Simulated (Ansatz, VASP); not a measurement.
**Si3Mo5 in VASP and in Ansatz**

File INCAR:

```
PREC = Accurate
ENCUT = 520
EDIFF = 1E-7
ISMEAR = 0
SIGMA = 0.1
LREAL = Auto
LASPH = True
NELM = 80
ALGO = Fast
ISIF = 2
LWAVE = False
LCHARG = False
GGA = PS
NBANDS = 96
```

Contents of KPOINTS:

```
regular mesh
0
Gamma
  8 8 8
```

Contents of POSCAR:

```
Si3Mo5
1.0
   -4.8021251326      4.8021251326      2.4353852782
    4.8021251326     -4.8021251326      2.4353852782
    4.8021251326      4.8021251326     -2.4353852782
Si Mo
6 10
Direct
    0.2500000000      0.2500000000      0.0000000000
    0.7500000000      0.7500000000      0.0000000000
    0.6674938244      0.1674938244      0.8349876487
    0.1674938244      0.3325061756      0.5000000000
    0.3325061756      0.8325061756      0.1650123513
    0.8325061756      0.6674938244      0.5000000000
    0.7500000000      0.2500000000      0.5000000000
    0.2500000000      0.7500000000      0.5000000000
    0.2242994300      0.0765949326      0.3008943626
    0.0765949326      0.7757005700      0.8522955026
    0.7757005700      0.9234050674      0.6991056374
    0.9234050674      0.2242994300      0.1477044974
    0.2757005700      0.5765949326      0.8522955026
    0.4234050674      0.2757005700      0.6991056374
    0.7242994300      0.4234050674      0.1477044974
    0.5765949326      0.7242994300      0.3008943626
```

Input for Ansatz:

```yaml
crystal:
  lattice:
    - [-4.8021251326, 4.8021251326, 2.4353852782]
    - [4.8021251326, -4.8021251326, 2.4353852782]
    - [4.8021251326, 4.8021251326, -2.4353852782]
  atoms:
    - { symbol: Si, position: [0.25, 0.25, 0.0] }
    - { symbol: Si, position: [0.75, 0.75, 0.0] }
    - { symbol: Si, position: [0.6674938244, 0.1674938244, 0.8349876487] }
    - { symbol: Si, position: [0.1674938244, 0.3325061756, 0.5] }
    - { symbol: Si, position: [0.3325061756, 0.8325061756, 0.1650123513] }
    - { symbol: Si, position: [0.8325061756, 0.6674938244, 0.5] }
    - { symbol: Mo, position: [0.75, 0.25, 0.5] }
    - { symbol: Mo, position: [0.25, 0.75, 0.5] }
    - { symbol: Mo, position: [0.22429943, 0.0765949326, 0.3008943626] }
    - { symbol: Mo, position: [0.0765949326, 0.77570057, 0.8522955026] }
    - { symbol: Mo, position: [0.77570057, 0.9234050674, 0.6991056374] }
    - { symbol: Mo, position: [0.9234050674, 0.22429943, 0.1477044974] }
    - { symbol: Mo, position: [0.27570057, 0.5765949326, 0.8522955026] }
    - { symbol: Mo, position: [0.4234050674, 0.27570057, 0.6991056374] }
    - { symbol: Mo, position: [0.72429943, 0.4234050674, 0.1477044974] }
    - { symbol: Mo, position: [0.5765949326, 0.72429943, 0.3008943626] }
basis:
  ecutwfc: 420
kpoints:
  mp_grid: { grid: [8, 8, 8] }
  band_path:
    path:
      - [[0.0, 0.0, 0.0], [0.0, 0.0, 0.5], [-0.5, 0.5, 0.5], [0.0, 0.0, 0.0], [0.31429962, 0.31429962, -0.31429962]]
      - [[-0.31429962, 0.68570038, 0.31429962], [-0.5, 0.5, 0.5]]
      - [[0.0, 0.0, 0.5], [0.25, 0.25, 0.25], [0.0, 0.5, 0.0], [0.0, 0.0, 0.0]]
    npoints: 10
hamiltonian:
  xc: pbesol
scf:
  occupations: { method: gaussian, width: 0.1 }
  n_extra_bands: 40
output:
  forces: true
  stress: true
  eigenvalues: true
  populations: true
  dos: { projected: true, de: 0.02, nscf_kmesh: { grid: [12, 12, 12] } }
  bader: false
  write_density: true
  write_potential: true
  elf: true
  volumetric_format: npy
```

Alike in both runs: task single point; functional PBEsol; k mesh 8 × 8 × 8; occupations gaussian, width 0.1 eV; no spin polarisation.

|  | VASP | Ansatz |
| --- | --- | --- |
| version | VASP 6.6.1 | Ansatz 0.2.0 |
| potentials or method | VASP PAW PBE potentials, release 64 (Si, Mo_sv), cutoff 520 eV | scalar-relativistic, plane waves, PAW |
| valence electrons in the cell | 164 | 164 |

VASP gave:

```
gap on the k mesh at the Fermi level (eV) : none
pressure (GPa)                            : 0.4
```

**Question.** Estimate Ansatz's values.

**Answer.** gap on the k mesh at the Fermi level (eV): none; pressure (GPa): 0.0.

VASP's potentials were made for PBE, not for PBEsol. A gap of «none» marks a metal or a gap that the smearing closes. With one functional, cell and mesh, what is left measures potentials, basis and numerics.
